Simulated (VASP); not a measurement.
Write the native input for VASP 6.6.1 that does the following.

| Item | Value |
| --- | --- |
| Task | single point |
| Functional | HSE06 |
| Potentials or basis | VASP PAW PBE potentials, release 64 (Al, N) |
| Cutoff | 520 eV |
| k mesh | 6 × 6 × 4 |
| Occupations | gaussian, width 0.01 eV |
| Spin | no spin polarisation |
| Dipole correction | no |
| Grid for exact exchange (PRECFOCK) | Normal |
| Further INCAR settings | ALGO = Normal; EDIFF = 1e-07; NBANDS = 16 |
| Screening parameter | 0.2079 1/Å |

AlN:

```xyz
4
Lattice="3.1067 0.0000 0.0000 -1.5533 2.6905 0.0000 0.0000 0.0000 4.9786" Properties=species:S:1:pos:R:3 pbc="T T T"
Al    0.0000    1.7937   -0.0164
Al    1.5533    0.8968    2.4729
N     0.0000    1.7937    1.8834
N     1.5533    0.8968    4.3727
```

These files were run (other wordings do the same):

POSCAR

```
AlN
1.0
    3.1066937606      0.0000000000      0.0000000000
   -1.5533468803      2.6904757185      0.0000000000
    0.0000000000      0.0000000000      4.9785915552
Al N
2 2
Direct
    0.3333333333      0.6666666667     -0.0032954727
    0.6666666667      0.3333333333      0.4967045273
    0.3333333333      0.6666666667      0.3782954727
    0.6666666667      0.3333333333      0.8782954727
```

INCAR.step1

```
ALGO = Normal
EDIFF = 1E-5
ENCUT = 520
GGA = PE
ISIF = 2
ISMEAR = 0
LASPH = True
LCHARG = False
LREAL = False
LWAVE = True
NBANDS = 16
NELM = 60
PREC = Accurate
SIGMA = 0.01
```

INCAR.step2

```
ALGO = Normal
EDIFF = 1E-7
ENCUT = 520
GGA = PE
HFSCREEN = 0.2079
ISIF = 2
ISMEAR = 0
ISTART = 1
LASPH = True
LCHARG = False
LHFCALC = True
LREAL = False
LWAVE = False
NBANDS = 16
NELM = 60
PREC = Accurate
PRECFOCK = Normal
SIGMA = 0.01
```

KPOINTS

```
k-points
0
Gamma
  6 6 4
```

Potentials or basis: VASP PAW PBE potentials, release 64 (Al, N).

Launch:

```console
$ cat potpaw_PBE.64/Al/POTCAR potpaw_PBE.64/N/POTCAR > POTCAR
$ cp INCAR.step1 INCAR
$ mpirun -np 1 vasp_std > vasp.out
$ cp INCAR.step2 INCAR
$ mpirun -np 1 vasp_std > vasp.out
```

Results of the run:

| Item | Value |
| --- | --- |
| Pressure | -0.8 GPa |
| Largest force | 0.008 eV/Å |
| Band gap on the k mesh | 5.59 eV, direct |

Caveat: the PAW data sets were made with another functional, which shifts forces and pressure a little.

Wall time 19 min on 1 thread of Intel(R) Xeon(R) Platinum 8488C (Sapphire Rapids), on a shared host, peak memory 0.26 GiB.
